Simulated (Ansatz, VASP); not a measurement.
# AlCo in VASP and in Ansatz

The input INCAR:

```
SYSTEM = AlCo
ALGO = Fast
EDIFF = 1E-7
ENCUT = 520
GGA = PE
ISIF = 2
ISMEAR = 0
LASPH = .TRUE.
LCHARG = .TRUE.
LELF = .TRUE.
LREAL = .FALSE.
LVHAR = .TRUE.
LWAVE = .FALSE.
NBANDS = 27
NELM = 60
PREC = Accurate
SIGMA = 0.15
```

File KPOINTS:

```
k-points
0
G
  21 21 7
  0 0 0
```

Contents of POSCAR:

```
AlCo
1.0
    0.0000000000     -2.8519024102      0.0000000000
    0.0000000000      0.0000000000     -2.8519024102
    8.4057072306      0.0000000000      0.0000000000
Al Co
3 3
Direct
    1.0000000000      1.0000000000      0.2544442905
    1.0000000000      1.0000000000      0.5937259633
    1.0000000000      1.0000000000      0.9330076361
    0.5000000000      0.5000000000      0.0848034541
    0.5000000000      0.5000000000      0.4240851269
    0.5000000000      0.5000000000      0.7633667997
```

Input for Ansatz:

```yaml
crystal:
  lattice:
    - [0.0, -2.8519024102, 0.0]
    - [0.0, 0.0, -2.8519024102]
    - [8.4057072306, 0.0, 0.0]
  atoms:
    - { symbol: Al, position: [1.0, 1.0, 0.2544442905] }
    - { symbol: Al, position: [1.0, 1.0, 0.5937259633] }
    - { symbol: Al, position: [1.0, 1.0, 0.9330076361] }
    - { symbol: Co, position: [0.5, 0.5, 0.0848034541] }
    - { symbol: Co, position: [0.5, 0.5, 0.4240851269] }
    - { symbol: Co, position: [0.5, 0.5, 0.7633667997] }
basis:
  ecutwfc: 420
kpoints:
  mp_grid: { grid: [21, 21, 7] }
hamiltonian:
  xc: pbe
scf:
  occupations: { method: gaussian, width: 0.15 }
output:
  forces: true
  stress: true
  eigenvalues: true
```

Alike in both runs: task single point; functional PBE; k mesh 21 × 21 × 7; occupations gaussian, width 0.15 eV; no spin polarisation.

```csv
,VASP,Ansatz
version,VASP 6.6.1,Ansatz 0.2.0
potentials or method,"VASP PAW PBE potentials, release 64 (Al, Co), cutoff 520 eV","scalar-relativistic, plane waves, PAW"
valence electrons in the cell,36,60
```

```csv
,VASP,Ansatz,Ansatz less VASP
gap on the k mesh at the Fermi level (eV),none,none,-
pressure (GPa),3.8,3.8,+0.06
"traceless stress, the component that is largest in VASP (GPa)",2.27,2.28,+0.010
rms of the force components (eV/Å),0.351,0.353,+0.0011
```

Atom by atom the forces differ by 0.001 eV/Å (rms over components). A gap of «none» marks a metal or a gap that the smearing closes. The functional is the same, so the differences come from potentials, cutoffs and numerics. VASP's potentials hold 36 valence electrons a cell and Ansatz's 60, so a difference there can come from the potentials and not from the codes.
